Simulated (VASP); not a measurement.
Set up this calculation in VASP 6.6.1, as the native input.

| Item | Value |
| --- | --- |
| Task | relaxation of cell and atoms |
| Functional | LDA |
| Potentials or basis | VASP PAW LDA potentials, release 64 (Cs_sv) |
| Cutoff | 500 eV |
| k mesh | 9 × 9 × 5 |
| Occupations | fermi-dirac, width 0.1 eV |
| Spin | no spin polarisation |
| Target pressure | 0.061 GPa |
| Dipole correction | no |
| Further INCAR settings | ALGO = Normal; EDIFF = 1e-07; IBRION = 2; EDIFFG = -0.005; NSW = 32; ISIF = 3 |

The structure of Cs lies in POSCAR:

```
Cs
1.0
    5.1127359851      0.0000000000      0.0000000000
   -2.5563679926      4.4277592460      0.0000000000
    0.0000000000      0.0000000000      8.2826322959
Cs
2
Direct
    0.3333333333      0.6666666667      0.2500000000
    0.6666666667      0.3333333333      0.7500000000
```

The input as run:

INCAR

```
PREC = Accurate
ENCUT = 500
EDIFF = 1E-7
ISMEAR = -1
SIGMA = 0.1
LREAL = False
LASPH = True
NELM = 120
ALGO = Normal
ISIF = 3
LWAVE = False
LCHARG = False
IBRION = 2
NSW = 32
EDIFFG = -0.005
PSTRESS = 0.61
GGA_COMPAT = False
NELMIN = 4
```

KPOINTS

```
Automatic mesh
0
Gamma
  9 9 5
```

Potentials or basis: VASP PAW LDA potentials, release 64 (Cs_sv).

Command:

```console
$ cat potpaw_LDA.64/Cs_sv/POTCAR > POTCAR
$ mpirun -np 1 vasp_std > vasp.out
```

Results of the run:

```
Relaxed volume                                         : 93.18 Å³/atom
Relaxed cell                                           : a = 5.092 Å, b = 5.092 Å, c = 8.298 Å, α = 90.00°, β = 90.00°, γ = 120.00°
Space group after relaxing (to 0.05 Å)                 : P6_3/mmc (No. 194)
Energy change on relaxing (the enthalpy is what falls) : +0.2 meV/atom
Ionic steps                                            : 6
Pressure after relaxing                                : 0.1 GPa
Band gap on the k mesh                                 : zero (band 9 reaches 1.67 eV, above the bottom of band 10 at -0.02 eV)
```

Caveat: the cell is relaxed towards a set pressure, so the enthalpy falls and the energy may rise; spin-orbit coupling is left out, which moves the levels of the heavy elements.

Wall time 95 s on 1 thread of Intel(R) Xeon(R) 6975P-C (Granite Rapids), on a shared host, peak memory 0.27 GiB.
